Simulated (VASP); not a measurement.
# Sc5Al (P4/mmm) in VASP: a series of runs

The runs below take Sc5Al through single point, with PBE.

Everything below comes from runs of VASP 6.6.1. Logs are shortened: lines on timing, memory, paths and dates and some standing lists are left out, and cuts for length are marked.

## (1) The cell of the first run

The structure is tetragonal, space group P4/mmm (No. 123). The conventional cell has a = 3.317 Å, b = 3.317 Å, c = 13.293 Å, α = 90.00°, β = 90.00°, γ = 90.00°. Sc (site symmetry 4mm) has 4 Al at 3.01 Å and 9 Sc at 3.32 to 3.76 Å within 4.0 Å. Sc (site symmetry 4mm) has 12 Sc at 3.32 to 3.35 Å and 1 Al at 4.27 Å within 4.4 Å. Within 4.4 Å of Sc (site symmetry 4/mmm) lie 12 Sc at 3.32 to 3.34 Å. Within 4.0 Å of Al (site symmetry 4/mmm) lie 8 Sc at 3.01 Å and 4 Al at 3.32 Å.

## (2) Single point, PBE (24.37 Å³/atom)

The input, INCAR:

```
PREC     = Accurate       # precision mode
ENCUT    = 520            # plane-wave cutoff, eV
EDIFF    = 1E-7           # SCF threshold, eV
ISMEAR   = 0              # smearing method
SIGMA    = 0.1            # smearing width, eV
LREAL    = False          # projectors in reciprocal space
LASPH    = True           # aspherical terms in the spheres
NELM     = 80             # most SCF steps
ALGO     = Fast           # electronic algorithm
ISIF     = 2              # what is computed and relaxed
LWAVE    = False          # write WAVECAR
LCHARG   = False          # write CHGCAR
GGA      = PE             # functional
NBANDS   = 38             # bands
```

The input, KPOINTS:

```
Automatic mesh
0
Gamma
  12 12 4
```

The input, POSCAR:

```
Sc5Al
1.0
    3.3167128527      0.0000000000      0.0000000000
    0.0000000000      3.3167128527      0.0000000000
    0.0000000000      0.0000000000     13.2933861180
Sc Al
5 1
Direct
    0.0000000000      0.0000000000      0.6414137562
    0.5000000000      0.5000000000      0.8213362411
    0.0000000000      0.0000000000      0.0000000000
    0.5000000000      0.5000000000      0.1786637589
    0.0000000000      0.0000000000      0.3585862438
    0.5000000000      0.5000000000      0.5000000000
```

Potentials or basis: VASP PAW PBE potentials, release 64 (Sc_sv, Al).

Started as:

```
cat potpaw_PBE.64/Sc_sv/POTCAR potpaw_PBE.64/Al/POTCAR > POTCAR
mpirun -np 1 vasp_std > vasp.out
```

OUTCAR:

```text
PREC = Accurate
   ENCUT = 520
   EDIFF = 1E-7
   ISMEAR = 0
   LREAL = False
   LASPH = True
   NELM = 80
   ISIF = 2
   GGA = PE

 ion  position               nearest neighbor table
   1  0.000  0.000  0.641-   6 3.01   6 3.01   6 3.01   6 3.01   2 3.35   2 3.35   2 3.35   2 3.35

   2  0.500  0.500  0.821-   3 3.34   3 3.34   3 3.34   3 3.34   1 3.35   1 3.35   1 3.35   1 3.35

   3  0.000  0.000  0.000-   2 3.34   4 3.34   2 3.34   4 3.34   2 3.34   4 3.34   2 3.34   4 3.34

   4  0.500  0.500  0.179-   3 3.34   3 3.34   3 3.34   3 3.34   5 3.35   5 3.35   5 3.35   5 3.35

   5  0.000  0.000  0.359-   6 3.01   6 3.01   6 3.01   6 3.01   4 3.35   4 3.35   4 3.35   4 3.35

   6  0.500  0.500  0.500-   1 3.01   5 3.01   1 3.01   5 3.01   1 3.01   5 3.01   1 3.01   5 3.01

  LATTYP: Found a simple tetragonal cell.
 ALAT       =     3.3167128527
 C/A-ratio  =     4.0080003028

  Lattice vectors:

 A1 = (   3.3167128527,   0.0000000000,   0.0000000000)
 A2 = (   0.0000000000,   3.3167128527,   0.0000000000)
 A3 = (   0.0000000000,   0.0000000000,  13.2933861180)

Analysis of symmetry for initial positions (statically):
=====================================================================
 Subroutine PRICEL returns:
 Original cell was already a primitive cell.

 Routine SETGRP: Setting up the symmetry group for a
 simple tetragonal supercell.

 Subroutine GETGRP returns: Found 16 space group operations
 (whereof 16 operations were pure point group operations)
 out of a pool of 16 trial point group operations.

The static configuration has the point symmetry D_4h.

Analysis of symmetry for dynamics (positions and initial velocities):
=====================================================================
 Subroutine PRICEL returns:
 Original cell was already a primitive cell.

 Routine SETGRP: Setting up the symmetry group for a
 simple tetragonal supercell.

 Subroutine GETGRP returns: Found 16 space group operations
 (whereof 16 operations were pure point group operations)
 out of a pool of 16 trial point group operations.

The dynamic configuration has the point symmetry D_4h.

 Subroutine INISYM returns: Found 16 space group operations
 (whereof 16 operations are pure point group operations),
 and found     1 'primitive' translations

----------------------------------------------------------------------------------------

                                     Primitive cell

  volume of cell :     146.2350

  direct lattice vectors                    reciprocal lattice vectors
     3.316712853  0.000000000  0.000000000     0.301503339  0.000000000  0.000000000
     0.000000000  3.316712853  0.000000000     0.000000000  0.301503339  0.000000000
     0.000000000  0.000000000 13.293386118     0.000000000  0.000000000  0.075225378

  length of vectors
     3.316712853  3.316712853 13.293386118     0.301503339  0.301503339  0.075225378

  position of ions in fractional coordinates (direct lattice)
     0.000000000  0.000000000  0.641413756
     0.500000000  0.500000000  0.821336241
     0.000000000  0.000000000  0.000000000
     0.500000000  0.500000000  0.178663759
     0.000000000  0.000000000  0.358586244
     0.500000000  0.500000000  0.500000000

  ion indices of the primitive-cell ions
   primitive index   ion index
                 1           1
                 2           2
                 3           3
                 4           4
                 5           5
                 6           6

----------------------------------------------------------------------------------------

 KPOINTS: Automatic mesh

Automatic generation of k-mesh.
 Grid dimensions read from file:
 generate k-points for:   12   12    4

 Generating k-lattice:

  Cartesian coordinates                     Fractional coordinates (reciprocal lattice)
     0.025125278  0.000000000  0.000000000     0.083333333  0.000000000  0.000000000
     0.000000000  0.025125278  0.000000000     0.000000000  0.083333333  0.000000000
     0.000000000  0.000000000  0.018806345     0.000000000  0.000000000  0.250000000

  Length of vectors
     0.025125278  0.025125278  0.018806345

  Shift w.r.t. Gamma in fractional coordinates (k-lattice)
     0.000000000  0.000000000  0.000000000

 Subroutine IBZKPT returns following result:
 ===========================================

 Found     84 irreducible k-points:

 Following reciprocal coordinates:
            Coordinates               Weight
  0.000000  0.000000  0.000000      1.000000
  0.083333  0.000000  0.000000      4.000000
  0.166667  0.000000  0.000000      4.000000
  0.250000  0.000000  0.000000      4.000000
  0.333333  0.000000  0.000000      4.000000
  0.416667  0.000000  0.000000      4.000000
[... 16 lines left out ...]
  0.333333  0.333333  0.000000      4.000000
  0.416667  0.333333  0.000000      8.000000
 [... further k-points ...]
   k-points           NKPTS =     84   k-points in BZ     NKDIM =     84   number of bands    NBANDS=     38
   number of dos      NEDOS =    301   number of ions     NIONS =      6
   total plane-waves  NPLWV =  78400
   dimension x,y,z NGX =    28 NGY =   28 NGZ =  100
   dimension x,y,z NGXF=    56 NGYF=   56 NGZF=  200
   ions per type =               5   1
   NGX,Y,Z   is equivalent  to a cutoff of  14.03, 14.03, 12.51 a.u.
   NGXF,Y,Z  is equivalent  to a cutoff of  28.07, 28.07, 25.01 a.u.
 SYSTEM =  unknown system
   PREC   = accura    normal or accurate (medium, high low for compatibility)
   ISTART =      0    job   : 0-new  1-cont  2-samecut
   ICHARG =      2    charge: 1-file 2-atom 10-const
   ISPIN  =      1    spin polarized calculation?
   LNONCOLLINEAR =      F non collinear calculations
   LSORBIT =      F    spin-orbit coupling
   LASPH  =      T    aspherical Exc in radial PAW
   ENCUT  =  520.0 eV  38.22 Ry    6.18 a.u.   6.17  6.17 24.72*2*pi/ulx,y,z
   NELM   =     80;   NELMIN=  2; NELMDL= -5     # of ELM steps
   EDIFF  = 0.1E-06   stopping-criterion for ELM
   LREAL  =      F    real-space projection
   EDIFFG = 0.1E-05   stopping-criterion for IOM
   NSW    =      0    number of steps for IOM
   IBRION =     -1    ionic relax: 0-MD 1-quasi-New 2-CG
   NFREE  =      0    steps in history (QN), initial steepest desc. (CG)
   ISIF   =      2    stress and relaxation
   ISYM   =      2    0-nonsym 1-usesym 2-fastsym
   POTIM  = 0.5000    time-step for ionic-motion
   TEBEG  =    0.0;   TEEND  =   0.0 temperature during run
   PSTRESS=    0.0 pullay stress
   NELECT =      58.0000    total number of electrons
   NUPDOWN=      -1.0000    fix difference up-down
   EMIN   =  10.00;   EMAX   =-10.00  energy-range for DOS
   EFERMI =   0.00;   METHOD = LEGACY
   ISMEAR =     0;   SIGMA  =   0.10  broadening in eV -4-tet -1-fermi 0-gaus
   EFERMI_NEDOS =   21; number of points for ismear=-14 and -15
   IALGO  =     68    algorithm
   IMIX   =      4    mixing-type and parameters
     AMIX     =   0.40;   BMIX     =  1.00
     AMIX_MAG =   1.60;   BMIX_MAG =  1.00
  volume/ion in A,a.u.               =      24.37       164.47
  Fermi-wavevector in a.u.,A,eV,Ry     =   1.202819  2.272999 19.684558  1.446774
  Thomas-Fermi vector in A             =   2.338590
   LORBIT       =      0    0 simple, 1 ext, 2 COOP (PROOUT), +10 PAW based schemes
   GGA     = PE    functional components
   LHFCALC =     F    Hartree Fock is set to
   AEXX    =    0.0000 exact exchange contribution
   IVDW    =     0    specifies the selected vdW correction
   LEPSILON=     F    determine dielectric tensor
   LRPA    =     F    only Hartree local field effects (RPA)
 non-spin polarized calculation
 RMM-DIIS sequential band-by-band and
 Gauss-broadening in eV      SIGMA  =   0.10
  energy-cutoff  :      520.00
  volume of cell :      146.24
 maximum number of plane-waves:      3980
 NGX is ok and might be reduce to    28
   NGX = 13   NGY = 13   NGZ = 49

 number of electron      58.0000011 magnetization

 Free energy of the ion-electron system (eV)
  ---------------------------------------------------
  ext. energy  EPLUGINS =         0.00000000
  ---------------------------------------------------
  free energy    TOTEN  =       -35.72801332 eV

  energy without entropy =      -35.67997601  energy(sigma->0) =      -35.70399466

 E-fermi :   3.9034     XC(G=0):  -9.7396

 val. band max:        3.9032818540   @ k =   0.4167   0.2500   0.5000
 cond. band min:       3.9035231698   @ k =   0.5000   0.0833   0.0000
 fundamental gap:      0.0002413158
 Fermi energy:         3.9034267821

 k-point     1 :       0.0000    0.0000    0.0000
  band No.  band energies     occupation
      1     -45.7171      2.00000
      2     -45.7149      2.00000
      3     -45.6807      2.00000
      4     -45.6549      2.00000
      5     -45.6392      2.00000
      6     -24.4273      2.00000
[... 30 lines left out ...]
     37       5.5327      0.00000
     38       5.5382      0.00000

 k-point     2 :       0.0833    0.0000    0.0000
  band No.  band energies     occupation
      1     -45.7157      2.00000
      2     -45.7136      2.00000
      3     -45.6791      2.00000
      4     -45.6541      2.00000
      5     -45.6389      2.00000
      6     -24.4226      2.00000
[... 30 lines left out ...]
     37       5.4825      0.00000
     38       5.5610      0.00000

 k-point     3 :       0.1667    0.0000    0.0000
  band No.  band energies     occupation
      1     -45.7120      2.00000
      2     -45.7100      2.00000
      3     -45.6747      2.00000
      4     -45.6517      2.00000
      5     -45.6382      2.00000
      6     -24.4101      2.00000
[... 30 lines left out ...]
     37       5.5516      0.00000
     38       5.6388      0.00000

 k-point     4 :       0.2500    0.0000    0.0000
  band No.  band energies     occupation
      1     -45.7069      2.00000
      2     -45.7051      2.00000
      3     -45.6680      2.00000
      4     -45.6485      2.00000
      5     -45.6377      2.00000
      6     -24.4088      2.00000
[... 30 lines left out ...]
     37       5.6104      0.00000
     38       5.7943      0.00000
[... 703 lines left out ...]
      4     -45.6344      2.00000
      5     -45.6343      2.00000
      6     -24.4326      2.00000
[... 30 lines left out ...]
     37       5.1333      0.00000
     38       5.5000      0.00000

 k-point    23 :       0.3333    0.3333    0.0000
  band No.  band energies     occupation
      1     -45.6890      2.00000
      2     -45.6874      2.00000
      3     -45.6441      2.00000
      4     -45.6341      2.00000
      5     -45.6314      2.00000
      6     -24.3944      2.00000
[... 30 lines left out ...]
     37       5.3425      0.00000
     38       5.4431      0.00000

 k-point    24 :       0.4167    0.3333    0.0000
  band No.  band energies     occupation
      1     -45.6859      2.00000
      2     -45.6843      2.00000
      3     -45.6394      2.00000
      4     -45.6314      2.00000
      5     -45.6305      2.00000
      6     -24.4175      2.00000
[... 30 lines left out ...]
     37       5.3357      0.00000
     38       5.6423      0.00000

 [... further k-points ...]
[... 5 lines left out ...]
  --------------------------------------------------------------------------------------
  -------------------------------------------------------------------------------------
  Total       -2.7462298     -2.7462298     -2.7652664      0.0000000     -0.0000000      0.0000000
  in kB      -30.0881921    -30.0881921    -30.2967601      0.0000000     -0.0000000      0.0000000
  external PRESSURE =     -30.1577148 kB  Pullay stress =       0.0000000 kB

 VOLUME and BASIS-vectors are now :
 -----------------------------------------------------------------------------
  energy-cutoff  :      520.00
  volume of cell :      146.24
      direct lattice vectors                 reciprocal lattice vectors
     3.316712853  0.000000000  0.000000000     0.301503339  0.000000000  0.000000000
     0.000000000  3.316712853  0.000000000     0.000000000  0.301503339  0.000000000
     0.000000000  0.000000000 13.293386118     0.000000000  0.000000000  0.075225378

 POSITION                                       TOTAL-FORCE (eV/Angst)
 -----------------------------------------------------------------------------------
      0.00000      0.00000      8.52656         0.000000     -0.000000      0.009882
      1.65836      1.65836     10.91834         0.000000     -0.000000      0.006293
      0.00000      0.00000      0.00000         0.000000      0.000000      0.000000
      1.65836      1.65836      2.37505        -0.000000      0.000000     -0.006293
      0.00000      0.00000      4.76683        -0.000000     -0.000000     -0.009882
      1.65836      1.65836      6.64669         0.000000      0.000000      0.000000
 -----------------------------------------------------------------------------------
    total drift:                                0.000000     -0.000000      0.000000

  FREE ENERGIE OF THE ION-ELECTRON SYSTEM (eV)
  ---------------------------------------------------
  free  energy   TOTEN  =       -35.7280133189 eV

  energy  without entropy=      -35.6799760094  energy(sigma->0) =      -35.70399466
```

Wall time 24 min (1 thread of Intel Xeon 8259CL, shared host); peak memory 0.51 GiB.

Results:

* Free energy: -35.7280 eV
* Pressure: -3.0 GPa
* Largest force: 0.010 eV/Å
* Band gap on the k mesh: zero (bands 29 and 30 overlap by 0.69 eV)

Forces on the atoms (eV/Å):
```
Sc   0.000  0.000  0.010
Sc   0.000  0.000  0.006
Sc   0.000  0.000  0.000
Sc   0.000  0.000 -0.006
Sc   0.000  0.000 -0.010
Al   0.000  0.000  0.000
```

Levels at points of the mesh, in eV from the Fermi level:
| k point | band 26 | band 27 | band 28 | band 29 | band 30 | band 31 | band 32 | band 33 |
| --- | --- | --- | --- | --- | --- | --- | --- | --- |
| (0.00, 0.00, 0.00) | -1.14 | -0.48 | -0.13 | 0.11 | 0.82 | 1.22 | 1.26 | 1.34 |
| (0.50, 0.00, 0.00) | -1.33 | -0.78 | -0.42 | 0.08 | 0.13 | 0.27 | 0.62 | 0.81 |
| (0.50, 0.50, 0.00) | -1.05 | -0.82 | -0.45 | -0.45 | 0.05 | 0.05 | 0.39 | 0.39 |
| (0.00, 0.00, 0.50) | -1.21 | -0.42 | -0.28 | 0.30 | 0.67 | 1.22 | 1.26 | 1.27 |
| (0.50, 0.00, 0.50) | -1.35 | -0.76 | -0.37 | 0.12 | 0.14 | 0.14 | 0.54 | 0.84 |
| (0.50, 0.50, 0.50) | -0.94 | -0.94 | -0.40 | -0.40 | -0.12 | -0.12 | 0.70 | 0.70 |

Caveat: the cell stands under tension.

[end of part 1 of 2]
